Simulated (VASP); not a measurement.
# As (Fd-3m) in VASP: further runs

As is run at these levels: LDA; tasks: single point.

Everything below comes from runs of VASP 6.6.1. Logs are shortened: lines on timing, memory, paths and dates and some standing lists are left out, and cuts for length are marked.

### Step 1. The cell of the first run

Symmetry: Fd-3m, No. 227, cubic system. Conventional cell: a = 5.718 Å, b = 5.718 Å, c = 5.718 Å, α = 90.00°, β = 90.00°, γ = 90.00°. Within 3.3 Å of As (site symmetry -43m) lie 4 As at 2.48 Å.

### Step 2. Single point, LDA (volume scaled by 0.88)

The input, INCAR:

```
PREC = Accurate
ENCUT = 520
EDIFF = 1E-6
ISMEAR = -1
SIGMA = 0.1
LREAL = F
LASPH = T
NELM = 100
ALGO = Normal
ISIF = 2
LWAVE = F
LCHARG = T
GGA = CA
LELF = T
LVHAR = T
NBANDS = 12
```

The input, KPOINTS:

```
regular mesh
0
Gamma
  10 10 10
```

The input, POSCAR:

```
As
1.0
    0.0000000000      2.8588633557      2.8588633557
    2.8588633557      0.0000000000      2.8588633557
    2.8588633557      2.8588633557      0.0000000000
As
2
Direct
    0.1250000000      0.1250000000      0.1250000000
    0.8750000000      0.8750000000      0.8750000000
```

Potentials or basis: VASP PAW LDA potentials, release 64 (As).

Launch:

```
cat potpaw_LDA.64/As/POTCAR > POTCAR
mpirun -np 1 vasp_std > vasp.out
```

OUTCAR:

```text
PREC = Accurate
   ENCUT = 520
   EDIFF = 1E-6
   ISMEAR = -1
   LREAL = F
   LASPH = T
   NELM = 100
   ISIF = 2
   GGA = CA

 ion  position               nearest neighbor table
   1  0.125  0.125  0.125-   2 2.48   2 2.48   2 2.48   2 2.48
   2  0.875  0.875  0.875-   1 2.48   1 2.48   1 2.48   1 2.48

  LATTYP: Found a face centered cubic cell.
 ALAT       =     5.7177267114

  Lattice vectors:

 A1 = (   0.0000000000,   2.8588633557,   2.8588633557)
 A2 = (   2.8588633557,   0.0000000000,   2.8588633557)
 A3 = (   2.8588633557,   2.8588633557,   0.0000000000)

Analysis of symmetry for initial positions (statically):
=====================================================================
 Subroutine PRICEL returns:
 Original cell was already a primitive cell.

 Routine SETGRP: Setting up the symmetry group for a
 face centered cubic supercell.

 Subroutine GETGRP returns: Found 48 space group operations
 (whereof 12 operations were pure point group operations)
 out of a pool of 48 trial point group operations.

The static configuration has the point symmetry D_3d.
 The point group associated with its full space group is O_h .

Analysis of symmetry for dynamics (positions and initial velocities):
=====================================================================
 Subroutine PRICEL returns:
 Original cell was already a primitive cell.

 Routine SETGRP: Setting up the symmetry group for a
 face centered cubic supercell.

 Subroutine GETGRP returns: Found 48 space group operations
 (whereof 12 operations were pure point group operations)
 out of a pool of 48 trial point group operations.

The dynamic configuration has the point symmetry D_3d.
 The point group associated with its full space group is O_h .

 Subroutine INISYM returns: Found 48 space group operations
 (whereof 12 operations are pure point group operations),
 and found     1 'primitive' translations

----------------------------------------------------------------------------------------

                                     Primitive cell

  volume of cell :      46.7316

  direct lattice vectors                    reciprocal lattice vectors
     0.000000000  2.858863356  2.858863356    -0.174894683  0.174894683  0.174894683
     2.858863356  0.000000000  2.858863356     0.174894683 -0.174894683  0.174894683
[... 83 lines left out ...]
   ENCUT  =  520.0 eV  38.22 Ry    6.18 a.u.   7.52  7.52  7.52*2*pi/ulx,y,z
   NELM   =    100;   NELMIN=  2; NELMDL= -5     # of ELM steps
   EDIFF  = 0.1E-05   stopping-criterion for ELM
   LREAL  =      F    real-space projection
[... 7 lines left out ...]
   TEBEG  =    0.0;   TEEND  =   0.0 temperature during run
   PSTRESS=    0.0 pullay stress
   NELECT =      10.0000    total number of electrons
   NUPDOWN=      -1.0000    fix difference up-down
   EMIN   =  10.00;   EMAX   =-10.00  energy-range for DOS
   EFERMI =   0.00;   METHOD = LEGACY
   ISMEAR =    -1;   SIGMA  =   0.10  broadening in eV -4-tet -1-fermi 0-gaus
   EFERMI_NEDOS =   21; number of points for ismear=-14 and -15
   IALGO  =     38    algorithm
   IMIX   =      4    mixing-type and parameters
     AMIX     =   0.40;   BMIX     =  1.00
     AMIX_MAG =   1.60;   BMIX_MAG =  1.00
  volume/ion in A,a.u.               =      23.37       157.68
  Fermi-wavevector in a.u.,A,eV,Ry     =   0.979200  1.850420 13.045712  0.958833
  Thomas-Fermi vector in A             =   2.110035
   LORBIT       =      0    0 simple, 1 ext, 2 COOP (PROOUT), +10 PAW based schemes
   GGA     = CA    functional components
   LHFCALC =     F    Hartree Fock is set to
   AEXX    =    0.0000 exact exchange contribution
   IVDW    =     0    specifies the selected vdW correction
   LEPSILON=     F    determine dielectric tensor
   LRPA    =     F    only Hartree local field effects (RPA)
 non-spin polarized calculation
  energy-cutoff  :      520.00
  volume of cell :       46.73
 maximum number of plane-waves:      1295
   NGX = 15   NGY = 15   NGZ = 15

 number of electron      10.0000001 magnetization

 Free energy of the ion-electron system (eV)
  ---------------------------------------------------
  ext. energy  EPLUGINS =         0.00000000
  ---------------------------------------------------
  free energy    TOTEN  =        -9.82875452 eV

  energy without entropy =       -9.78616828  energy(sigma->0) =       -9.80746140

 E-fermi :   4.6484     XC(G=0):  -9.6580

 val. band max:        4.6311299418   @ k =   0.3000   0.2000   0.0000
 cond. band min:       4.6669936458   @ k =   0.4000   0.3000   0.0000
 fundamental gap:      0.0358637040
 Fermi energy:         4.6484304513

 k-point     1 :       0.0000    0.0000    0.0000
  band No.  band energies     occupation
      1     -10.4751      2.00000
      2      -0.1966      2.00000
      3       2.1969      2.00000
      4       2.1969      2.00000
      5       2.1969      2.00000
      6       5.1838      0.00942
      7       5.1838      0.00942
      8       5.1838      0.00942
      9       9.5847      0.00000
     10      12.7290      0.00000
     11      12.7290      0.00000
     12      14.5789      0.00000
[... 331 lines left out ...]
 k-point    24 :       0.4000    0.3000    0.0000
  band No.  band energies     occupation
      1      -8.7171      2.00000
      2      -5.0870      2.00000
      3      -0.1903      2.00000
      4       0.0962      2.00000
      5       3.8568      1.99927
      6       4.6670      0.90745
      7       8.7944      0.00000
      8       9.1774      0.00000
      9      11.3909      0.00000
     10      13.9648      0.00000
     11      14.8218      0.00000
     12      16.8151      0.00000

 [... further k-points ...]

------------------------ aborting loop because EDIFF is reached ----------------------------------------

  FORCE on cell =-STRESS in cart. coord.  units (eV):
  Direction    XX          YY          ZZ          XY          YZ          ZX
  --------------------------------------------------------------------------------------
  -------------------------------------------------------------------------------------
  Total        2.6134260      2.6134260      2.6134260     -0.0000000     -0.0000000      0.0000000
  in kB       89.6005342     89.6005342     89.6005342     -0.0000000     -0.0000000      0.0000000
  external PRESSURE =      89.6005342 kB  Pullay stress =       0.0000000 kB

 VOLUME and BASIS-vectors are now :
 -----------------------------------------------------------------------------
  energy-cutoff  :      520.00
  volume of cell :       46.73
      direct lattice vectors                 reciprocal lattice vectors
     0.000000000  2.858863356  2.858863356    -0.174894683  0.174894683  0.174894683
     2.858863356  0.000000000  2.858863356     0.174894683 -0.174894683  0.174894683
     2.858863356  2.858863356  0.000000000     0.174894683  0.174894683 -0.174894683

 POSITION                                       TOTAL-FORCE (eV/Angst)
 -----------------------------------------------------------------------------------
      0.71472      0.71472      0.71472         0.000000      0.000000      0.000000
      5.00301      5.00301      5.00301        -0.000000     -0.000000     -0.000000
 -----------------------------------------------------------------------------------
    total drift:                               -0.000000      0.000000      0.000000

  FREE ENERGIE OF THE ION-ELECTRON SYSTEM (eV)
  ---------------------------------------------------
  free  energy   TOTEN  =        -9.8287545235 eV

  energy  without entropy=       -9.7861682797  energy(sigma->0) =       -9.80746140
```

stdout:

```text
POSCAR found type information on POSCAR As
 POSCAR found :  1 types and       2 ions
 scaLAPACK will be used
 LDA part: xc-table for (Slater(with rela. corr.)+CA(PZ))
 , standard interpolation
 POSCAR, INCAR and KPOINTS ok, starting setup
 FFT: planning ... GRIDC
 FFT: planning ... GRID_SOFT
 FFT: planning ... GRID
 WAVECAR not read
 entering main loop
```

Run time: 8 s. Hardware: 1 thread of Intel Xeon 6975P-C (Granite Rapids), shared host; peak memory 0.15 GiB.

Results:

| Item | Value |
| --- | --- |
| Free energy | -9.8288 eV |
| Pressure | 9.0 GPa |
| Band gap on the k mesh | zero (band 5 reaches 5.72 eV, above the bottom of band 6 at 3.70 eV) |

Caveat: the cell differs from its parent crystal (volume scaled by 0.88).

### Step 3. Single point, LDA (volume scaled by 0.92)

The input, INCAR:

```
SYSTEM = As
  PREC = Accurate
  ENCUT = 520
  EDIFF = 1E-7
  ISMEAR = -1
  SIGMA = 0.1
  LREAL = .False.
  LASPH = .True.
  NELM = 100
  ALGO = Normal
  ISIF = 2
  LWAVE = .False.
  LCHARG = .False.
  NBANDS = 12
```

The input, KPOINTS:

```
Automatic mesh
0
Gamma
  10 10 10
  0 0 0
```

The input, POSCAR:

```
As
1.0
    0.0000000000      2.9015392497      2.9015392497
    2.9015392497      0.0000000000      2.9015392497
    2.9015392497      2.9015392497      0.0000000000
As
2
Direct
    0.1250000000      0.1250000000      0.1250000000
    0.8750000000      0.8750000000      0.8750000000
```

Potentials or basis: VASP PAW LDA potentials, release 64 (As).

Launch:

```
cat potpaw_LDA.64/As/POTCAR > POTCAR
mpirun -np 1 vasp_std > vasp.out
```

Wall time 8.9 s (1 thread of Intel Xeon 6975P-C (Granite Rapids), shared host); peak memory 0.15 GiB.

Results (log left out):

```
Free energy            : -9.9236 eV
Pressure               : 5.4 GPa
Band gap on the k mesh : zero (band 5 reaches 5.22 eV, above the bottom of band 6 at 3.34 eV)
```

Levels at points of the mesh, in eV from the Fermi level:
```tsv
k point	band 2	band 3	band 4	band 5	band 6	band 7	band 8	band 9
(0.00, 0.00, 0.00)	-5.12	-2.33	-2.33	-2.33	0.60	0.60	0.60	4.90
(0.50, 0.00, 0.00)	-9.89	-3.42	-3.42	-2.71	1.92	1.92	5.60	7.40
(0.50, 0.50, 0.00)	-11.51	-4.69	-4.69	-0.85	-0.85	5.93	5.93	8.26
```

Caveat: the cell differs from its parent crystal (volume scaled by 0.92).

### Step 4. Single point, LDA (volume scaled by 0.96)

The input, INCAR:

```
PREC = Accurate
ENCUT = 520
EDIFF = 1E-6
ISMEAR = -1
SIGMA = 0.1
LREAL = F
LASPH = T
NELM = 60
ALGO = Normal
ISIF = 2
LWAVE = F
LCHARG = T
GGA = CA
LELF = T
LVHAR = T
NBANDS = 12
```

The input, KPOINTS:

```
Automatic mesh
0
Gamma
  10 10 10
```

The input, POSCAR:

```
As
1.0
    0.0000000000      2.9429954114      2.9429954114
    2.9429954114      0.0000000000      2.9429954114
    2.9429954114      2.9429954114      0.0000000000
As
2
Direct
    0.1250000000      0.1250000000      0.1250000000
    0.8750000000      0.8750000000      0.8750000000
```

Potentials or basis: VASP PAW LDA potentials, release 64 (As).

Launch:

```
cat potpaw_LDA.64/As/POTCAR > POTCAR
mpirun -np 1 vasp_std > vasp.out
```

OUTCAR:

```text
PREC = Accurate
   ENCUT = 520
   EDIFF = 1E-6
   ISMEAR = -1
   LREAL = F
   LASPH = T
   NELM = 60
   ISIF = 2
   GGA = CA

 ion  position               nearest neighbor table
   1  0.125  0.125  0.125-   2 2.55   2 2.55   2 2.55   2 2.55
   2  0.875  0.875  0.875-   1 2.55   1 2.55   1 2.55   1 2.55

  LATTYP: Found a face centered cubic cell.
 ALAT       =     5.8859908228

  Lattice vectors:

[... 546 lines left out ...]
     12      15.5964      0.00000

 [... further k-points ...]

------------------------ aborting loop because EDIFF is reached ----------------------------------------

  FORCE on cell =-STRESS in cart. coord.  units (eV):
  Direction    XX          YY          ZZ          XY          YZ          ZX
  --------------------------------------------------------------------------------------
  -------------------------------------------------------------------------------------
  Total        0.8063088      0.8063088      0.8063088     -0.0000000      0.0000000     -0.0000000
  in kB       25.3403870     25.3403870     25.3403870     -0.0000000      0.0000000     -0.0000000
  external PRESSURE =      25.3403870 kB  Pullay stress =       0.0000000 kB

 VOLUME and BASIS-vectors are now :
 -----------------------------------------------------------------------------
  energy-cutoff  :      520.00
  volume of cell :       50.98
      direct lattice vectors                 reciprocal lattice vectors
     0.000000000  2.942995411  2.942995411    -0.169894930  0.169894930  0.169894930
     2.942995411  0.000000000  2.942995411     0.169894930 -0.169894930  0.169894930
     2.942995411  2.942995411  0.000000000     0.169894930  0.169894930 -0.169894930

 POSITION                                       TOTAL-FORCE (eV/Angst)
 -----------------------------------------------------------------------------------
      0.73575      0.73575      0.73575         0.000000     -0.000000     -0.000000
      5.15024      5.15024      5.15024        -0.000000      0.000000      0.000000
 -----------------------------------------------------------------------------------
    total drift:                                0.000000      0.000000     -0.000000

  FREE ENERGIE OF THE ION-ELECTRON SYSTEM (eV)
  ---------------------------------------------------
  free  energy   TOTEN  =        -9.9759385171 eV

  energy  without entropy=       -9.9329350002  energy(sigma->0) =       -9.95443676
```

stdout:

```text
POSCAR found type information on POSCAR As
 POSCAR found :  1 types and       2 ions
 scaLAPACK will be used
 LDA part: xc-table for (Slater(with rela. corr.)+CA(PZ))
 , standard interpolation
 POSCAR, INCAR and KPOINTS ok, starting setup
 FFT: planning ... GRIDC
 FFT: planning ... GRID_SOFT
 FFT: planning ... GRID
 WAVECAR not read
 entering main loop
```

Run time: 6.8 s. Hardware: 1 thread of Intel Xeon 6975P-C (Granite Rapids), shared host; peak memory 0.16 GiB.

Results:

* Free energy: -9.9759 eV
* Pressure: 2.5 GPa
* Band gap on the k mesh: zero (band 5 reaches 4.75 eV, above the bottom of band 6 at 3.00 eV)

Caveat: the cell differs from its parent crystal (volume scaled by 0.96).

### Step 5. Single point, LDA

This run uses another cell than the first one, of 26.55 Å³/atom, 1.136 times its volume.

The input, INCAR:

```
SYSTEM = As
  PREC = Accurate
  ENCUT = 520
  EDIFF = 1E-6
  ISMEAR = -1
  SIGMA = 0.1
  LREAL = .FALSE.
  LASPH = .TRUE.
  NELM = 60
  ALGO = Normal
  ISIF = 2
  LWAVE = .FALSE.
  LCHARG = .FALSE.
  GGA = CA
  NBANDS = 12
```

The input, KPOINTS:

```
regular mesh
0
G
  10 10 10
  0 0 0
```

The input, POSCAR:

```
As
1.0
    0.0000000000      2.9833154274      2.9833154274
    2.9833154274      0.0000000000      2.9833154274
    2.9833154274      2.9833154274      0.0000000000
As
2
Direct
    0.1250000000      0.1250000000      0.1250000000
    0.8750000000      0.8750000000      0.8750000000
```

Launch:

```
cat potpaw_LDA.64/As/POTCAR > POTCAR
mpirun -np 1 vasp_std > vasp.out
```

Run time: 6.6 s. Hardware: 1 thread of Intel Xeon 6975P-C (Granite Rapids), shared host; peak memory 0.16 GiB.

It converged, with:

| Item | Value |
| --- | --- |
| Free energy | -9.9932 eV |
| Pressure | 0.1 GPa |
| Band gap on the k mesh | zero (band 5 reaches 4.31 eV, above the bottom of band 6 at 2.69 eV) |

Levels at points of the mesh, in eV from the Fermi level:
```tsv
k point	band 2	band 3	band 4	band 5	band 6	band 7	band 8	band 9
(0.00, 0.00, 0.00)	-5.62	-2.12	-2.12	-2.12	0.68	0.68	0.68	4.82
(0.50, 0.00, 0.00)	-9.58	-3.12	-3.12	-2.68	1.95	1.95	5.20	7.12
(0.50, 0.50, 0.00)	-11.15	-4.27	-4.27	-0.69	-0.69	5.44	5.44	7.80
```

### Step 6. Summary

| cell | gap on the mesh (eV) | pressure (GPa) |
| --- | --- | --- |
| a = 4.043 Å, angles 60.0°, 2 atoms | none | 9.0 |
| a = 4.103 Å, angles 60.0°, 2 atoms | none | 5.4 |
| a = 4.162 Å, angles 60.0°, 2 atoms | none | 2.5 |
| a = 4.219 Å, angles 60.0°, 2 atoms | none | 0.1 |

Alike in all rows: task single point; level LDA; potentials or basis VASP PAW LDA potentials, release 64 (As); no spin polarisation; k mesh 10 × 10 × 10; cutoff (eV) 520; smearing fermi-dirac 0.1 eV.

Absolute energies hang on the potentials; compare differences alone.
